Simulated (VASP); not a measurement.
A run of VASP 6.6.1 is set up as follows.

INCAR

```
ALGO     = Normal         # electronic algorithm
EDIFF    = 1E-7           # SCF threshold, eV
ENCUT    = 520            # plane-wave cutoff, eV
GGA      = CA             # functional
ISIF     = 2              # what is computed and relaxed
ISMEAR   = -1             # smearing method
LASPH    = T              # aspherical terms in the spheres
LCHARG   = F              # write CHGCAR
LREAL    = F              # projectors in reciprocal space
LWAVE    = F              # write WAVECAR
NBANDS   = 20             # bands
NELM     = 60             # most SCF steps
PREC     = Accurate       # precision mode
SIGMA    = 0.05           # smearing width, eV
```

File KPOINTS:

```
k-points
0
Gamma
  9 9 2
```

POSCAR

```
Te2Mo
1.0
    3.5363379141      0.0000000000      0.0000000000
   -1.7681689570      3.0625584699      0.0000000000
    0.0000000000      0.0000000000     17.4064431499
Te Mo
2 1
Direct
    0.3333333333      0.6666666667      0.1021445500
    0.3333333333      0.6666666667      0.8978554500
    0.0000000000      0.0000000000      0.0000000000
```

Potentials or basis: VASP PAW LDA potentials, release 64 (Te, Mo_sv).

Command:

```bash
$ cat potpaw_LDA.64/Te/POTCAR potpaw_LDA.64/Mo_sv/POTCAR > POTCAR
$ mpirun -np 1 vasp_std > vasp.out
```

(1) Estimate the band gap on the k mesh.

(2) Predict the largest force.

## Answers

(1) 1.08 eV, direct.

(2) 0.082 eV/Å.

Caveat: spin-orbit coupling is left out, which moves the levels of the heavy elements.
